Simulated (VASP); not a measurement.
# Sc3B2Sb (P-6m2) in VASP: notebook

Runs on Sc3B2Sb. Level: PBE. Tasks: single point, relaxation of cell and atoms.

Everything below comes from runs of VASP 6.6.1. Logs are shortened: lines on timing, memory, paths and dates and some standing lists are left out, and cuts for length are marked.

### 1 The cell of the first run

It takes space group P-6m2 (No. 187, hexagonal). The conventional cell has a = 5.853 Å, b = 5.853 Å, c = 4.083 Å, α = 90.00°, β = 90.00°, γ = 120.00°. Sc (site symmetry mm2) has 1 B at 2.02 Å and 2 Sc at 2.35 Å within 2.7 Å. B (site symmetry -6m2) has 3 Sc at 2.02 Å and 2 B at 2.04 Å within 2.7 Å. B (site symmetry -6m2) has 2 B at 2.04 Å within 2.7 Å. Sb (site symmetry -6m2) has 6 Sc at 2.95 Å and 9 B at 3.38 to 3.95 Å and 2 Sb at 4.08 Å within 4.1 Å.

The cell was built from a structure type or drawn by symmetry, and may not be a known phase.

### 2 Single point, PBE

INCAR reads:

```
PREC = Accurate
ENCUT = 520
EDIFF = 1E-7
ISMEAR = 0
SIGMA = 0.1
LREAL = F
LASPH = T
NELM = 100
ALGO = Normal
ISIF = 2
LWAVE = F
LCHARG = F
GGA = PE
NBANDS = 31
```

KPOINTS reads:

```
Automatic mesh
0
Gamma
  3 3 4
```

POSCAR reads:

```
Sc3B2Sb
1.0
    5.8527582500      0.0000000000      0.0000000000
   -2.9263791200      5.0686373200      0.0000000000
    0.0000000000      0.0000000000      4.0827606600
Sc B Sb
3 2 1
Direct
    0.4671821400      0.5328178600      0.0000000000
    0.4671821400      0.9343642700      0.0000000000
    0.0656357300      0.5328178600      0.0000000000
    0.6666666700      0.3333333300      0.0000000000
    0.6666666700      0.3333333300      0.5000000000
    0.0000000000      0.0000000000      0.0000000000
```

Potentials or basis: VASP PAW PBE potentials, release 64 (Sc_sv, B, Sb).

On the command line:

```console
$ cat potpaw_PBE.64/Sc_sv/POTCAR potpaw_PBE.64/B/POTCAR potpaw_PBE.64/Sb/POTCAR > POTCAR
$ mpirun -np 1 vasp_std > vasp.out
```

OUTCAR:

```text
PREC = Accurate
   ENCUT = 520
   EDIFF = 1E-7
   ISMEAR = 0
   LREAL = F
   LASPH = T
   NELM = 100
   ISIF = 2
   GGA = PE

 ion  position               nearest neighbor table
   1  0.467  0.533  0.000-   4 2.02   2 2.35   3 2.35   6 2.95   6 2.95
   2  0.467  0.934  0.000-   4 2.02   1 2.35   3 2.35   6 2.95   6 2.95
   3  0.066  0.533  0.000-   4 2.02   2 2.35   1 2.35   6 2.95   6 2.95
   4  0.667  0.333  0.000-   2 2.02   1 2.02   3 2.02   5 2.04   5 2.04
   5  0.667  0.333  0.500-   4 2.04   4 2.04
   6  0.000  0.000  0.000-   3 2.95   2 2.95   1 2.95   1 2.95   3 2.95   2 2.95

  LATTYP: Found a hexagonal cell.
 ALAT       =     5.8527582500
 C/A-ratio  =     0.6975788997

  Lattice vectors:

 A1 = (   5.8527582500,   0.0000000000,   0.0000000000)
 A2 = (  -2.9263791200,   5.0686373200,   0.0000000000)
 A3 = (   0.0000000000,   0.0000000000,   4.0827606600)

Analysis of symmetry for initial positions (statically):
=====================================================================
 Subroutine PRICEL returns:
 Original cell was already a primitive cell.

 Routine SETGRP: Setting up the symmetry group for a
 hexagonal supercell.

 Subroutine GETGRP returns: Found 12 space group operations
 (whereof 12 operations were pure point group operations)
 out of a pool of 24 trial point group operations.

The static configuration has the point symmetry D_3h.

Analysis of symmetry for dynamics (positions and initial velocities):
=====================================================================
 Subroutine PRICEL returns:
 Original cell was already a primitive cell.

 Routine SETGRP: Setting up the symmetry group for a
 hexagonal supercell.

 Subroutine GETGRP returns: Found 12 space group operations
 (whereof 12 operations were pure point group operations)
 out of a pool of 24 trial point group operations.

The dynamic configuration has the point symmetry D_3h.

 Subroutine INISYM returns: Found 12 space group operations
 (whereof 12 operations are pure point group operations),
 and found     1 'primitive' translations

----------------------------------------------------------------------------------------

                                     Primitive cell

  volume of cell :     121.1172

  direct lattice vectors                    reciprocal lattice vectors
     5.852758250  0.000000000  0.000000000     0.170859611  0.098645843  0.000000000
    -2.926379120  5.068637320  0.000000000     0.000000000  0.197291685  0.000000000
     0.000000000  0.000000000  4.082760660     0.000000000  0.000000000  0.244932310

  length of vectors
     5.852758250  5.852758242  4.082760660     0.197291685  0.197291685  0.244932310

  position of ions in fractional coordinates (direct lattice)
     0.467182140  0.532817860  0.000000000
     0.467182140  0.934364270  0.000000000
     0.065635730  0.532817860  0.000000000
     0.666666670  0.333333330  0.000000000
     0.666666670  0.333333330  0.500000000
     0.000000000  0.000000000  0.000000000

  ion indices of the primitive-cell ions
   primitive index   ion index
                 1           1
                 2           2
                 3           3
                 4           4
                 5           5
                 6           6

----------------------------------------------------------------------------------------

 KPOINTS: Automatic mesh

Automatic generation of k-mesh.
 Grid dimensions read from file:
 generate k-points for:    3    3    4

 Generating k-lattice:

  Cartesian coordinates                     Fractional coordinates (reciprocal lattice)
     0.056953204  0.032881948  0.000000000     0.333333333  0.000000000  0.000000000
     0.000000000  0.065763895  0.000000000     0.000000000  0.333333333  0.000000000
     0.000000000  0.000000000  0.061233078     0.000000000  0.000000000  0.250000000

  Length of vectors
     0.065763895  0.065763895  0.061233078

  Shift w.r.t. Gamma in fractional coordinates (k-lattice)
     0.000000000  0.000000000  0.000000000

 Subroutine IBZKPT returns following result:
 ===========================================

 Found      9 irreducible k-points:

 Following reciprocal coordinates:
            Coordinates               Weight
  0.000000  0.000000  0.000000      1.000000
  0.333333  0.000000  0.000000      6.000000
  0.333333  0.333333  0.000000      2.000000
  0.000000  0.000000  0.250000      2.000000
  0.333333  0.000000  0.250000     12.000000
  0.333333  0.333333  0.250000      4.000000
  0.000000  0.000000  0.500000      1.000000
  0.333333  0.000000  0.500000      6.000000
  0.333333  0.333333  0.500000      2.000000
   k-points           NKPTS =      9   k-points in BZ     NKDIM =      9   number of bands    NBANDS=     31
   number of dos      NEDOS =    301   number of ions     NIONS =      6
   total plane-waves  NPLWV =  69120
   dimension x,y,z NGX =    48 NGY =   48 NGZ =   30
   dimension x,y,z NGXF=    96 NGYF=   96 NGZF=   60
   ions per type =               3   2   1
   NGX,Y,Z   is equivalent  to a cutoff of  13.63, 13.63, 12.22 a.u.
   NGXF,Y,Z  is equivalent  to a cutoff of  27.27, 27.27, 24.43 a.u.
 SYSTEM =  unknown system
   PREC   = accura    normal or accurate (medium, high low for compatibility)
   ISTART =      0    job   : 0-new  1-cont  2-samecut
   ICHARG =      2    charge: 1-file 2-atom 10-const
   ISPIN  =      1    spin polarized calculation?
   LNONCOLLINEAR =      F non collinear calculations
   LSORBIT =      F    spin-orbit coupling
   LASPH  =      T    aspherical Exc in radial PAW
   ENCUT  =  520.0 eV  38.22 Ry    6.18 a.u.  10.88 10.88  7.59*2*pi/ulx,y,z
   NELM   =    100;   NELMIN=  2; NELMDL= -5     # of ELM steps
   EDIFF  = 0.1E-06   stopping-criterion for ELM
   LREAL  =      F    real-space projection
   EDIFFG = 0.1E-05   stopping-criterion for IOM
   NSW    =      0    number of steps for IOM
   IBRION =     -1    ionic relax: 0-MD 1-quasi-New 2-CG
   NFREE  =      0    steps in history (QN), initial steepest desc. (CG)
   ISIF   =      2    stress and relaxation
   ISYM   =      2    0-nonsym 1-usesym 2-fastsym
   POTIM  = 0.5000    time-step for ionic-motion
   TEBEG  =    0.0;   TEEND  =   0.0 temperature during run
   PSTRESS=    0.0 pullay stress
   NELECT =      44.0000    total number of electrons
   NUPDOWN=      -1.0000    fix difference up-down
   EMIN   =  10.00;   EMAX   =-10.00  energy-range for DOS
   EFERMI =   0.00;   METHOD = LEGACY
   ISMEAR =     0;   SIGMA  =   0.10  broadening in eV -4-tet -1-fermi 0-gaus
   EFERMI_NEDOS =   21; number of points for ismear=-14 and -15
   IALGO  =     38    algorithm
   IMIX   =      4    mixing-type and parameters
     AMIX     =   0.40;   BMIX     =  1.00
     AMIX_MAG =   1.60;   BMIX_MAG =  1.00
  volume/ion in A,a.u.               =      20.19       136.22
  Fermi-wavevector in a.u.,A,eV,Ry     =   1.168128  2.207442 18.565467  1.364523
  Thomas-Fermi vector in A             =   2.304619
   LORBIT       =      0    0 simple, 1 ext, 2 COOP (PROOUT), +10 PAW based schemes
   GGA     = PE    functional components
   LHFCALC =     F    Hartree Fock is set to
   AEXX    =    0.0000 exact exchange contribution
   IVDW    =     0    specifies the selected vdW correction
   LEPSILON=     F    determine dielectric tensor
   LRPA    =     F    only Hartree local field effects (RPA)
 non-spin polarized calculation
 Gauss-broadening in eV      SIGMA  =   0.10
  energy-cutoff  :      520.00
  volume of cell :      121.12
 maximum number of plane-waves:      3285
 NGX is ok and might be reduce to    48
   NGX = 21   NGY = 21   NGZ = 15

 number of electron      43.9999996 magnetization

 Free energy of the ion-electron system (eV)
  ---------------------------------------------------
  ext. energy  EPLUGINS =         0.00000000
  ---------------------------------------------------
  free energy    TOTEN  =       -29.40310108 eV

  energy without entropy =      -29.35570084  energy(sigma->0) =      -29.37940096

 E-fermi :   4.2640     XC(G=0):  -9.7340

 val. band max:        4.2637814127   @ k =   0.3333   0.0000   0.0000
 cond. band min:       4.3162892684   @ k =   0.3333   0.0000   0.2500
 fundamental gap:      0.0525078557
 Fermi energy:         4.2639756825

 k-point     1 :       0.0000    0.0000    0.0000
  band No.  band energies     occupation
      1     -45.0862      2.00000
      2     -44.5609      2.00000
      3     -44.5609      2.00000
      4     -24.9337      2.00000
      5     -24.0550      2.00000
      6     -24.0550      2.00000
[... 23 lines left out ...]
     30       6.4003      0.00000
     31       7.9026      0.00000

 k-point     2 :       0.3333    0.0000    0.0000
  band No.  band energies     occupation
      1     -45.0816      2.00000
      2     -44.5661      2.00000
      3     -44.5611      2.00000
      4     -24.8817      2.00000
      5     -24.0476      2.00000
      6     -24.0183      2.00000
[... 23 lines left out ...]
     30       7.0972      0.00000
     31       7.5846      0.00000

 k-point     3 :       0.3333    0.3333    0.0000
  band No.  band energies     occupation
      1     -45.0793      2.00000
      2     -44.5687      2.00000
      3     -44.5612      2.00000
      4     -24.8538      2.00000
      5     -24.0297      2.00000
      6     -24.0163      2.00000
[... 23 lines left out ...]
     30       7.5876      0.00000
     31       7.7786      0.00000

 k-point     4 :       0.0000    0.0000    0.2500
  band No.  band energies     occupation
      1     -45.0856      2.00000
      2     -44.5605      2.00000
      3     -44.5605      2.00000
      4     -24.9319      2.00000
      5     -24.0538      2.00000
      6     -24.0538      2.00000
[... 125 lines left out ...]
     30       7.7668      0.00000
     31       8.0234      0.00000

 k-point     8 :       0.3333    0.0000    0.5000
  band No.  band energies     occupation
      1     -45.0805      2.00000
      2     -44.5652      2.00000
      3     -44.5602      2.00000
      4     -24.8787      2.00000
      5     -24.0453      2.00000
      6     -24.0163      2.00000
[... 23 lines left out ...]
     30       7.6183      0.00000
     31       7.7705      0.00000

 k-point     9 :       0.3333    0.3333    0.5000
  band No.  band energies     occupation
      1     -45.0782      2.00000
      2     -44.5678      2.00000
      3     -44.5603      2.00000
      4     -24.8511      2.00000
      5     -24.0275      2.00000
      6     -24.0142      2.00000
[... 23 lines left out ...]
     30       7.3533      0.00000
     31       7.5316      0.00000

------------------------ aborting loop because EDIFF is reached ----------------------------------------

  FORCE on cell =-STRESS in cart. coord.  units (eV):
  Direction    XX          YY          ZZ          XY          YZ          ZX
  --------------------------------------------------------------------------------------
  -------------------------------------------------------------------------------------
  Total       16.9922159     16.9922159    -17.2000131      0.0000000     -0.0000000      0.0000000
  in kB      224.7785559    224.7785553   -227.5273641      0.0000002     -0.0000000      0.0000000
  external PRESSURE =      74.0099157 kB  Pullay stress =       0.0000000 kB

 VOLUME and BASIS-vectors are now :
 -----------------------------------------------------------------------------
  energy-cutoff  :      520.00
  volume of cell :      121.12
      direct lattice vectors                 reciprocal lattice vectors
     5.852758250  0.000000000  0.000000000     0.170859611  0.098645843  0.000000000
    -2.926379120  5.068637320  0.000000000     0.000000000  0.197291685  0.000000000
     0.000000000  0.000000000  4.082760660     0.000000000  0.000000000  0.244932310

 POSITION                                       TOTAL-FORCE (eV/Angst)
 -----------------------------------------------------------------------------------
      1.17508      2.70066      0.00000         2.980863     -1.721002      0.000000
      0.00000      4.73595      0.00000         0.000000      3.442004     -0.000000
     -1.17508      2.70066      0.00000        -2.980863     -1.721002      0.000000
      2.92638      1.68955      0.00000         0.000000      0.000000     -0.000000
      2.92638      1.68955      2.04138         0.000000      0.000000     -0.000000
      0.00000      0.00000      0.00000         0.000000      0.000000     -0.000000
 -----------------------------------------------------------------------------------
    total drift:                               -0.000098      0.000056      0.000000

  FREE ENERGIE OF THE ION-ELECTRON SYSTEM (eV)
  ---------------------------------------------------
  free  energy   TOTEN  =       -29.4031010798 eV

  energy  without entropy=      -29.3557008449  energy(sigma->0) =      -29.37940096
```

It took 37 s on 1 thread of Intel Xeon Platinum 8488C (Sapphire Rapids), shared host; peak memory 0.25 GiB.

Results:

```yaml
Free_energy: -29.4031 eV
Pressure: 7.4 GPa
Largest_force: 3.442 eV/Å
Band_gap_on_the_k_mesh: zero (bands 22 and 23 overlap by 0.85 eV)
```

Forces on the atoms (eV/Å):
```
Sc   2.981 -1.721  0.000
Sc   0.000  3.442  0.000
Sc  -2.981 -1.721  0.000
B    0.000  0.000  0.000
B    0.000  0.000  0.000
Sb   0.000  0.000  0.000
```

Stress tensor (GPa, compression positive):
```
 22.48   0.00   0.00
  0.00  22.48   0.00
  0.00   0.00 -22.75
```

Levels at points of the mesh, in eV from the Fermi level:
```csv
k point,band 20,band 21,band 22,band 23,band 24,band 25
"(0.00, 0.00, 0.00)",-1.09,-0.47,0.40,0.40,0.54,1.09
"(0.00, 0.00, 0.50)",-0.87,-0.46,-0.45,-0.45,0.65,0.84
```

Caveat: the k points lie up to 0.41 Å⁻¹ apart, too coarse for converged energies and pressures of a metal; spin-orbit coupling is left out, which moves the levels of the heavy elements; forces of over 1 eV/Å act on the atoms, so gaps and moduli don't describe the material at rest.

(Part 1 of 3 ends here.)
